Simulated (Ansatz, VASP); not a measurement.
## One calculation of W, two programs

Contents of POSCAR:

```
W
1.0
   -1.5848038465      1.5848038465      1.5848038465
    1.5848038465     -1.5848038465      1.5848038465
    1.5848038465      1.5848038465     -1.5848038465
W
1
Direct
    0.0000000000      0.0000000000      0.0000000000
```

File INCAR.step1:

```
ALGO = Normal
EDIFF = 1E-4
ENCUT = 520
GGA = PE
ISMEAR = 1
LASPH = T
LCHARG = F
LREAL = F
LWAVE = T
NBANDS = 13
NELM = 60
PREC = Accurate
SIGMA = 0.3
```

Contents of INCAR.step2:

```
ALGO = Normal
EDIFF = 1E-6
ENCUT = 520
ISIF = 2
ISMEAR = 1
ISTART = 1
LASPH = T
LCHARG = T
LELF = T
LMIXTAU = T
LREAL = F
LVHAR = T
LWAVE = F
METAGGA = R2SCAN
NBANDS = 13
NELM = 60
PREC = Accurate
SIGMA = 0.3
```

The input KPOINTS:

```
k-points
0
Gamma
  14 14 14
```

Input for Ansatz:

```yaml
crystal:
  lattice:
    - [-1.5848038465, 1.5848038465, 1.5848038465]
    - [1.5848038465, -1.5848038465, 1.5848038465]
    - [1.5848038465, 1.5848038465, -1.5848038465]
  atoms:
    - { symbol: W, position: [0.0, 0.0, 0.0] }
hamiltonian:
  xc: r2scan
  pseudopotentials:
    kind: paw
    azcp:
      W: "pseudopotentials/W.paw.azcp"
basis:
  ecutwfc: 500
  fft_grid_basis: typed
kpoints:
  mp_grid: { grid: [14, 14, 14], shift: [0, 0, 0] }
magnetization:
  spin_polarized: false
scf:
  occupations: { method: methfessel_paxton, width: 0.3 }
  lower_state_search: "off"
output:
  stress: true
  write_density: true
  write_potential: true
  elf: true
  volumetric_format: npy
```

Alike in both runs: task single point; functional r2SCAN; k mesh 14 × 14 × 14; occupations methfessel-paxton of order 1, width 0.3 eV; no spin polarisation.

|  | VASP | Ansatz |
| --- | --- | --- |
| version | VASP 6.6.1 | Ansatz 0.2.0 |
| potentials or method | VASP PAW PBE potentials, release 64 (W_sv), cutoff 520 eV | plane waves (500 eV) with PAW, scalar-relativistic |
| valence electrons in the cell | 14 | 14 |

|  | VASP | Ansatz | Ansatz less VASP |
| --- | --- | --- | --- |
| pressure (GPa) | 1.2 | 0.0 | -1.22 |

VASP's potentials were made for PBE, not for r2SCAN.

Spin-orbit coupling is off throughout.
